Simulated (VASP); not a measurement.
# SiO2 (P4_2/mnm) in VASP: further runs

The runs below take SiO2 through relaxation of cell and atoms, with PBE, PBEsol, LDA.

All numbers are computed with VASP 6.6.1; they aren't measurements. Logs are shortened: lines on timing, memory, paths and dates and some standing lists are left out, and cuts for length are marked.

**1. The cell of the first run**

It takes space group P4_2/mnm (No. 136, tetragonal). Conventional cell: a = 4.067 Å, b = 4.067 Å, c = 2.684 Å, α = 90.00°, β = 90.00°, γ = 90.00°. Within 2.3 Å of Si (site symmetry mmm) lie 6 O at 1.75 Å. O (site symmetry m2m) has 3 Si at 1.75 Å and 1 O at 2.24 Å within 2.3 Å.

**2. Relaxation of cell and atoms, PBE**

INCAR reads:

```
  PREC = Accurate
  ENCUT = 600
  EDIFF = 1E-6
  ISMEAR = -1
  SIGMA = 0.02
  LREAL = False
  LASPH = True
  NELM = 80
  ALGO = Normal
  ISIF = 3
  LWAVE = False
  LCHARG = False
  GGA = PE
  IBRION = 2
  NSW = 80
  EDIFFG = -0.005
```

KPOINTS reads:

```
regular mesh
0
Gamma
  6 6 8
```

POSCAR reads:

```
SiO2
1.0
    4.0672433400      0.0000000000      0.0000000000
    0.0000000000      4.0672433400      0.0000000000
    0.0000000000      0.0000000000      2.6843806044
Si O
2 4
Direct
    0.0000000000      0.0000000000      0.0000000000
    0.5000000000      0.5000000000      0.5000000000
    0.3050000000      0.3050000000      0.0000000000
    0.1950000000      0.8050000000      0.5000000000
    0.8050000000      0.1950000000      0.5000000000
    0.6950000000      0.6950000000      0.0000000000
```

Potentials or basis: VASP PAW PBE potentials, release 64 (Si, O).

Command:

```sh
$ cat potpaw_PBE.64/Si/POTCAR potpaw_PBE.64/O/POTCAR > POTCAR
$ mpirun -np 1 vasp_std > vasp.out
```

OUTCAR:

```text
PREC = Accurate
   ENCUT = 600
   EDIFF = 1E-6
   ISMEAR = -1
   LREAL = False
   LASPH = True
   NELM = 80
   ISIF = 3
   GGA = PE
   IBRION = 2
   NSW = 80
   EDIFFG = -0.005

 ion  position               nearest neighbor table
   1  0.000  0.000  0.000-   4 1.75   5 1.75   4 1.75   5 1.75   3 1.75   6 1.75
   2  0.500  0.500  0.500-   3 1.75   6 1.75   3 1.75   6 1.75   5 1.75   4 1.75
   3  0.305  0.305  0.000-   2 1.75   2 1.75   1 1.75
   4  0.195  0.805  0.500-   1 1.75   1 1.75   2 1.75
   5  0.805  0.195  0.500-   1 1.75   1 1.75   2 1.75
   6  0.695  0.695  0.000-   2 1.75   2 1.75   1 1.75

  LATTYP: Found a simple tetragonal cell.
 ALAT       =     4.0672433400
 C/A-ratio  =     0.6600000000

  Lattice vectors:

 A1 = (   4.0672433400,   0.0000000000,   0.0000000000)
 A2 = (   0.0000000000,   4.0672433400,   0.0000000000)
 A3 = (   0.0000000000,   0.0000000000,   2.6843806044)

Analysis of symmetry for initial positions (statically):
=====================================================================
 Subroutine PRICEL returns:
 Original cell was already a primitive cell.

 Routine SETGRP: Setting up the symmetry group for a
 simple tetragonal supercell.

 Subroutine GETGRP returns: Found 16 space group operations
 (whereof  8 operations were pure point group operations)
 out of a pool of 16 trial point group operations.

The static configuration has the point symmetry D_2h.
 The point group associated with its full space group is D_4h.

Analysis of symmetry for dynamics (positions and initial velocities):
=====================================================================
 Subroutine PRICEL returns:
 Original cell was already a primitive cell.

 Routine SETGRP: Setting up the symmetry group for a
 simple tetragonal supercell.

 Subroutine GETGRP returns: Found 16 space group operations
 (whereof  8 operations were pure point group operations)
 out of a pool of 16 trial point group operations.

The dynamic configuration has the point symmetry D_2h.
 The point group associated with its full space group is D_4h.

 Subroutine INISYM returns: Found 16 space group operations
 (whereof  8 operations are pure point group operations),
 and found     1 'primitive' translations

----------------------------------------------------------------------------------------
[... 120 lines left out ...]
     AMIX     =   0.40;   BMIX     =  1.00
     AMIX_MAG =   1.60;   BMIX_MAG =  1.00
  volume/ion in A,a.u.               =       7.40        49.94
  Fermi-wavevector in a.u.,A,eV,Ry     =   1.467720  2.773590 29.309717  2.154203
  Thomas-Fermi vector in A             =   2.583304
   LORBIT       =      0    0 simple, 1 ext, 2 COOP (PROOUT), +10 PAW based schemes
   GGA     = PE    functional components
   LHFCALC =     F    Hartree Fock is set to
   AEXX    =    0.0000 exact exchange contribution
   IVDW    =     0    specifies the selected vdW correction
   LEPSILON=     F    determine dielectric tensor
   LRPA    =     F    only Hartree local field effects (RPA)
 conjugate gradient relaxation of ions
 non-spin polarized calculation
  energy-cutoff  :      600.00
  volume of cell :       44.41
 maximum number of plane-waves:      1520
   NGX = 17   NGY = 17   NGZ = 11

--------------------------------------- Ionic step        1  -------------------------------------------

 number of electron      31.9999971 magnetization

 Free energy of the ion-electron system (eV)
  ---------------------------------------------------
  ext. energy  EPLUGINS =         0.00000000
  ---------------------------------------------------
  free energy    TOTEN  =       -45.99509863 eV

  energy without entropy =      -45.99509863  energy(sigma->0) =      -45.99509863

------------------------ aborting loop because EDIFF is reached ----------------------------------------

  FORCE on cell =-STRESS in cart. coord.  units (eV):
  Direction    XX          YY          ZZ          XY          YZ          ZX
  --------------------------------------------------------------------------------------
  -------------------------------------------------------------------------------------
  Total        8.4333120      8.4333120      5.2632889     -0.0000000      0.0000000      0.0000000
  in kB      304.2736503    304.2736503    189.8993110     -0.0000000      0.0000000      0.0000000
  external PRESSURE =     266.1488705 kB  Pullay stress =       0.0000000 kB
[... 101 lines left out ...]
  FREE ENERGIE OF THE ION-ELECTRON SYSTEM (eV)
  ---------------------------------------------------
  free  energy   TOTEN  =       -46.2827348466 eV

  energy  without entropy=      -46.2827348466  energy(sigma->0) =      -46.28273485

[... ionic steps 4 to 8 ...]

--------------------------------------- Ionic step        9  -------------------------------------------

 number of electron      32.0000011 magnetization

------------------------ aborting loop because EDIFF is reached ----------------------------------------
[... 75 lines left out ...]
--------------------------------------- Ionic step       11  -------------------------------------------

 number of electron      32.0000011 magnetization

 Free energy of the ion-electron system (eV)
  ---------------------------------------------------
  ext. energy  EPLUGINS =         0.00000000
  ---------------------------------------------------
  free energy    TOTEN  =       -46.31687487 eV

  energy without entropy =      -46.31687487  energy(sigma->0) =      -46.31687487

 E-fermi :   8.1272     XC(G=0): -12.0857

 val. band max:        7.7482066875   @ k =   0.0000   0.0000   0.0000
 cond. band min:      12.7758849991   @ k =   0.0000   0.0000   0.0000
 fundamental gap:      5.0276783116
 Fermi energy:         8.1271750817

 k-point     1 :       0.0000    0.0000    0.0000
  band No.  band energies     occupation
      1     -14.4715      2.00000
      2     -11.0074      2.00000
      3     -11.0074      2.00000
      4     -10.8355      2.00000
      5      -2.8771      2.00000
      6       1.5118      2.00000
[... 541 lines left out ...]
     19      17.9862      0.00000
     20      17.9862      0.00000

 [... further k-points ...]

------------------------ aborting loop because EDIFF is reached ----------------------------------------

  FORCE on cell =-STRESS in cart. coord.  units (eV):
  Direction    XX          YY          ZZ          XY          YZ          ZX
  --------------------------------------------------------------------------------------
  -------------------------------------------------------------------------------------
  Total        0.0026780      0.0026780      0.0148609      0.0000000      0.0000000      0.0000000
  in kB        0.0889549      0.0889549      0.4936419      0.0000000      0.0000000      0.0000000
  external PRESSURE =       0.2238506 kB  Pullay stress =       0.0000000 kB
[... 21 lines left out ...]
  FREE ENERGIE OF THE ION-ELECTRON SYSTEM (eV)
  ---------------------------------------------------
  free  energy   TOTEN  =       -46.3168748712 eV

  energy  without entropy=      -46.3168748712  energy(sigma->0) =      -46.31687487

 reached required accuracy - stopping structural energy minimisation
```

OSZICAR:

```text
N       E                     dE             d eps       ncg     rms          rms(c)
DAV:   1     0.189055535414E+03    0.18906E+03   -0.19987E+04  2000   0.174E+03
DAV:   2    -0.435181683767E+02   -0.23257E+03   -0.22341E+03  2676   0.353E+02
DAV:   3    -0.507242960032E+02   -0.72061E+01   -0.71869E+01  2396   0.666E+01
[... 78 lines left out ...]
       N       E                     dE             d eps       ncg     rms          rms(c)
DAV:   1    -0.463168815681E+02   -0.14842E-04   -0.33432E-03  2048   0.493E-01    0.267E-02
DAV:   2    -0.463168775198E+02    0.40483E-05   -0.10491E-04  2352   0.826E-02    0.935E-03
DAV:   3    -0.463168753308E+02    0.21890E-05   -0.37859E-06  2060   0.168E-02    0.398E-03
DAV:   4    -0.463168748712E+02    0.45961E-06   -0.99398E-07  1124   0.923E-03
  11 F= -.46316875E+02 E0= -.46316875E+02  d E =-.819756E-05
```

CONTCAR:

```text
SiO2
   1.00000000000000
     4.2324232616773969   -0.0000000000000000    0.0000000000000000
    -0.0000000000000000    4.2324232616773969    0.0000000000000000
     0.0000000000000000    0.0000000000000000    2.6925649327509427
  Si              O
     2     4
Direct
     0.0000000000000000    0.0000000000000000    1.0000000000000000
     0.5000000000000000    0.5000000000000000    0.5000000000000000
     0.3067949026576292    0.3067949026576292    0.0000000000000000
     0.1932050973423708    0.8067949026576292    0.5000000000000000
     0.8067949026576292    0.1932050973423708    0.5000000000000000
     0.6932050973423708    0.6932050973423708    0.0000000000000000

  0.00000000E+00  0.00000000E+00  0.00000000E+00
  0.00000000E+00  0.00000000E+00  0.00000000E+00
  0.00000000E+00  0.00000000E+00  0.00000000E+00
  0.00000000E+00  0.00000000E+00  0.00000000E+00
  0.00000000E+00  0.00000000E+00  0.00000000E+00
  0.00000000E+00  0.00000000E+00  0.00000000E+00
```

Wall time 2.5 min (1 thread of Intel Xeon 6975P-C, shared host); peak memory 0.19 GiB.

What came out:

| Item | Value |
| --- | --- |
| Free energy | -46.3169 eV |
| Relaxed volume | 8.04 Å³/atom |
| Relaxed cell | a = 4.232 Å, b = 4.232 Å, c = 2.693 Å, α = 90.00°, β = 90.00°, γ = 90.00° |
| Space group after relaxing (to 0.05 Å) | P4_2/mnm (No. 136) |
| Energy gained by relaxing | 53.6 meV/atom |
| Ionic steps | 11 |
| Pressure after relaxing | 0.0 GPa |
| Band gap on the k mesh | 5.03 eV, direct |

Step by step:
| step | energy change (eV) | largest force (eV/Å) | pressure (GPa) | volume (Å³) |
| --- | --- | --- | --- | --- |
| 1 | 0.0000 | 0.3292 | 26.61 | 44.41 |
| 2 | 0.1204 | 1.0303 | -23.99 | 52.78 |
| 3 | -0.2876 | 0.3634 | -0.82 | 47.99 |
| 4 | -0.2878 | 0.3513 | -0.39 | 47.91 |
| 5 | -0.3198 | 0.0538 | 0.13 | 48.11 |
| 6 | -0.3216 | 0.0335 | 0.44 | 48.17 |
| 7 | -0.3216 | 0.0418 | 0.45 | 48.17 |
| 8 | -0.3216 | 0.0269 | -0.54 | 48.33 |
| 9 | -0.3218 | 0.0091 | -0.03 | 48.25 |
| 10 | -0.3218 | 0.0097 | -0.02 | 48.24 |
| 11 | -0.3218 | 0.0015 | 0.02 | 48.23 |

Final structure:
```
Si O
1.0
     4.23242    0.00000    0.00000
     0.00000    4.23242    0.00000
     0.00000    0.00000    2.69256
Si O
2 4
Cartesian
  0.0000 0.0000 2.6926
  2.1162 2.1162 1.3463
  1.2985 1.2985 0.0000
  0.8177 3.4147 1.3463
  3.4147 0.8177 1.3463
  2.9339 2.9339 0.0000
```

A k mesh can miss the band edges. PBE gaps usually lie below the measured ones, often by a third to a half.

**3. Relaxation of cell and atoms, PBEsol**

This run uses another cell than the first one, of 8.05 Å³/atom, 1.087 times its volume.

INCAR reads:

```
SYSTEM = SiO2
ALGO = Normal ; EDIFF = 1E-6
EDIFFG = -0.005 ; ENCUT = 600
GGA = PS ; IBRION = 2
ISIF = 3 ; ISMEAR = -1
LASPH = .TRUE. ; LCHARG = .FALSE.
LREAL = .FALSE. ; LWAVE = .FALSE.
NELM = 80 ; NSW = 80
PREC = Accurate ; SIGMA = 0.02
```

KPOINTS reads:

```
k-points
0
G
  6 6 8
  0 0 0
```

POSCAR reads:

```
SiO2
1.0
    4.2356795769      0.0000000000      0.0000000000
    0.0000000000      4.2356795769      0.0000000000
    0.0000000000      0.0000000000      2.6906431348
Si O
2 4
Direct
    0.0000000000      0.0000000000      0.0000000000
    0.5000000000      0.5000000000      0.5000000000
    0.3069724955      0.3069724955      0.0000000000
    0.1930275045      0.8069724955      0.5000000000
    0.8069724955      0.1930275045      0.5000000000
    0.6930275045      0.6930275045      0.0000000000
```

Potentials or basis: VASP PAW PBE potentials, release 64 (Si, O).

Command:

```sh
$ cat potpaw_PBE.64/Si/POTCAR potpaw_PBE.64/O/POTCAR > POTCAR
$ mpirun -np 1 vasp_std > vasp.out
```

Wall time 2.8 min (1 thread of Intel Xeon 6975P-C, shared host); peak memory 0.2 GiB.

It converged, with:

```
Free energy                            : -49.0031 eV
Relaxed volume                         : 7.86 Å³/atom
Relaxed cell                           : a = 4.192 Å, b = 4.192 Å, c = 2.683 Å, α = 90.00°, β = 90.00°, γ = 90.00°
Space group after relaxing (to 0.05 Å) : P4_2/mnm (No. 136)
Energy gained by relaxing              : 3.9 meV/atom
Ionic steps                            : 7
Pressure after relaxing                : 0.0 GPa
Band gap on the k mesh                 : 5.34 eV, direct
```

The path:
| step | energy change (eV) | largest force (eV/Å) | pressure (GPa) | volume (Å³) |
| --- | --- | --- | --- | --- |
| 1 | 0.0000 | 0.0080 | -6.25 | 48.27 |
| 2 | 0.0083 | 0.3435 | 8.23 | 46.11 |
| 3 | -0.0202 | 0.1586 | 0.05 | 47.27 |
| 4 | -0.0234 | 0.0180 | 0.06 | 47.14 |
| 5 | -0.0234 | 0.0272 | 0.06 | 47.13 |
| 6 | -0.0236 | 0.0063 | -0.05 | 47.14 |
| 7 | -0.0236 | 0.0002 | -0.03 | 47.14 |

Final structure:
```xyz
6
Lattice="4.1919 0.0000 0.0000 0.0000 4.1919 0.0000 0.0000 0.0000 2.6826" Properties=species:S:1:pos:R:3 pbc="T T T"
Si    0.0000    0.0000    0.0000
Si    2.0960    2.0960    1.3413
O     1.2820    1.2820    0.0000
O     0.8140    3.3780    1.3413
O     3.3780    0.8140    1.3413
O     2.9099    2.9099    0.0000
```

Levels at points of the mesh, in eV from the valence-band top:
```
           k point  band 14  band 15  band 16  band 17  band 18  band 19
(0.00, 0.00, 0.00)    -0.88    -0.88     0.00     5.34     6.45     8.21
(0.50, 0.00, 0.00)    -2.69    -1.07    -1.07     7.48     7.48     8.79
(0.50, 0.50, 0.00)    -2.70    -2.27    -2.27     7.18     7.18     9.79
(0.00, 0.00, 0.50)    -3.09    -2.68    -2.68     8.86     8.86    12.33
(0.50, 0.00, 0.50)    -2.28    -1.76    -1.76     8.56     8.56     9.62
(0.50, 0.50, 0.50)    -1.75    -1.55    -1.55     6.94     6.94    10.76
```

Caveat: the PAW data sets were made with another functional, which shifts forces and pressure a little. A k mesh can miss the band edges.

**4. Relaxation of cell and atoms, LDA**

This run uses another cell than the first one, of 8.05 Å³/atom, 1.087 times its volume.

INCAR reads:

```
SYSTEM = SiO2
PREC = Accurate
ENCUT = 600
EDIFF = 1E-7
ISMEAR = -1
SIGMA = 0.02
LREAL = .FALSE.
LASPH = .TRUE.
NELM = 100
ALGO = Normal
ISIF = 3
LWAVE = .FALSE.
LCHARG = .FALSE.
GGA = CA
IBRION = 2
NSW = 80
EDIFFG = -0.005
```

KPOINTS reads:

```
Automatic mesh
0
G
  6 6 8
  0 0 0
```

POSCAR is that of step 3.

Potentials or basis: VASP PAW LDA potentials, release 64 (Si, O).

Command:

```sh
$ cat potpaw_LDA.64/Si/POTCAR potpaw_LDA.64/O/POTCAR > POTCAR
$ mpirun -np 1 vasp_std > vasp.out
```

It took 3.8 min on 1 thread of Intel Xeon 6975P-C, shared host; peak memory 0.18 GiB.

Results (log left out):

```
Free energy                            : -51.9973 eV
Relaxed volume                         : 7.67 Å³/atom
Relaxed cell                           : a = 4.154 Å, b = 4.154 Å, c = 2.666 Å, α = 90.00°, β = 90.00°, γ = 90.00°
Space group after relaxing (to 0.05 Å) : P4_2/mnm (No. 136)
Energy gained by relaxing              : 16.4 meV/atom
Ionic steps                            : 10
Pressure after relaxing                : 0.0 GPa
Band gap on the k mesh                 : 5.78 eV, direct
```

Step by step:
```
step  energy change (eV)  largest force (eV/Å)  pressure (GPa)  volume (Å³)
   1              0.0000                0.0886          -13.44        48.27
   2              0.0746                0.8497           21.26        43.71
   3             -0.0890                0.2786           -0.36        46.26
   4             -0.0890                0.2866           -0.07        46.22
   5             -0.0981                0.0426            0.27        45.97
   6             -0.0981                0.0385            0.27        45.97
   7             -0.0986                0.0021           -0.27        46.03
   8             -0.0987                0.0063           -0.15        46.02
   9             -0.0987                0.0096            0.15        45.98
  10             -0.0987                0.0014            0.00        46.00
```

Final structure:
```
Si O
1.0
     4.15392    0.00000    0.00000
     0.00000    4.15392    0.00000
     0.00000    0.00000    2.66583
Si O
2 4
Direct
  0.00000 0.00000 0.00000
  0.50000 0.50000 0.50000
  0.30539 0.30539 0.00000
  0.19461 0.80539 0.50000
  0.80539 0.19461 0.50000
  0.69461 0.69461 0.00000
```

Levels at points of the mesh, in eV from the valence-band top:
```
           k point  band 14  band 15  band 16  band 17  band 18  band 19
(0.00, 0.00, 0.00)    -0.91    -0.91     0.00     5.78     6.41     8.33
(0.50, 0.00, 0.00)    -2.77    -1.09    -1.09     7.72     7.72     8.89
(0.50, 0.50, 0.00)    -2.78    -2.35    -2.35     7.37     7.37     9.91
(0.00, 0.00, 0.50)    -3.25    -2.76    -2.76     9.05     9.05    12.48
(0.50, 0.00, 0.50)    -2.35    -1.83    -1.83     8.69     8.69     9.87
(0.50, 0.50, 0.50)    -1.79    -1.60    -1.60     7.15     7.15    10.88
```

A k mesh can miss the band edges.

**5. The runs side by side**

```tsv
level	potentials or basis	cell	gap on the mesh (eV)	pressure (GPa)	relaxed volume (Å³/atom)
PBE	VASP PAW PBE potentials, release 64 (Si, O)	relaxed from a = 4.067, b = 4.067, c = 2.684 Å, 6 atoms	5.03	0.0	8.04
PBEsol	VASP PAW PBE potentials, release 64 (Si, O)	relaxed from a = 4.236, b = 4.236, c = 2.691 Å, 6 atoms	5.34	0.0	7.86
LDA	VASP PAW LDA potentials, release 64 (Si, O)	relaxed from a = 4.236, b = 4.236, c = 2.691 Å, 6 atoms	5.78	0.0	7.67
```

Alike in all rows: task relaxation of cell and atoms; no spin polarisation; k mesh 6 × 6 × 8; cutoff (eV) 600; smearing fermi-dirac 0.02 eV.

Caveats: the PAW data sets were made with another functional, which shifts forces and pressure a little (some runs).

Total energies depend on the potentials used, so only differences within one code and one set of settings carry meaning.
